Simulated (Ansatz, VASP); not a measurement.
**One calculation of KBr, two programs**

INCAR

```
ALGO = Normal ; EDIFF = 1E-7
ENCUT = 520 ; GGA = PE
ISIF = 2 ; ISMEAR = 0
LASPH = T ; LCHARG = T
LELF = T ; LREAL = F
LVHAR = T ; LWAVE = F
NBANDS = 24 ; NELM = 100
PREC = Accurate ; SIGMA = 0.01
```

KPOINTS

```
k-points
0
Gamma
  6 6 4
```

The input POSCAR:

```
KBr
1.0
    5.6143548167      0.0000000000      0.0000000000
   -2.8071774083      4.8621738972      0.0000000000
    0.0000000000      0.0000000000      6.5842438715
K Br
2 2
Direct
    0.3333333333      0.6666666667      0.2500000000
    0.6666666667      0.3333333333      0.7500000000
    0.6666666667      0.3333333333      0.2500000000
    0.3333333333      0.6666666667      0.7500000000
```

Input for Ansatz:

```yaml
crystal:
  lattice:
    - [5.6143548167, 0.0, 0.0]
    - [-2.8071774083, 4.8621738972, 0.0]
    - [0.0, 0.0, 6.5842438715]
  atoms:
    - { symbol: K, position: [0.3333333333, 0.6666666667, 0.25] }
    - { symbol: K, position: [0.6666666667, 0.3333333333, 0.75] }
    - { symbol: Br, position: [0.6666666667, 0.3333333333, 0.25] }
    - { symbol: Br, position: [0.3333333333, 0.6666666667, 0.75] }
kpoints:
  mp_grid: { grid: [6, 6, 4] }
hamiltonian:
  xc: pbe
scf:
  occupations: { method: fixed }
  n_extra_bands: 5
output:
  forces: true
  stress: true
  eigenvalues: true
```

Alike in both runs: task single point; functional PBE; k mesh 6 × 6 × 4; no spin polarisation.

|  | VASP | Ansatz |
| --- | --- | --- |
| version | VASP 6.6.1 | Ansatz 0.2.0 |
| potentials or method | VASP PAW PBE potentials, release 64 (K_sv, Br) | plane waves, PAW |
| plane-wave cutoff (eV) | 520 | 420 |
| occupations | gaussian, width 0.01 eV | fixed |
| valence electrons in the cell | 32 | 32 |

|  | VASP | Ansatz | Ansatz less VASP |
| --- | --- | --- | --- |
| gap on the k mesh at the Fermi level (eV) | 4.18 | 4.18 | +0.001 |
| pressure (GPa) | 0.4 | 0.3 | -0.02 |
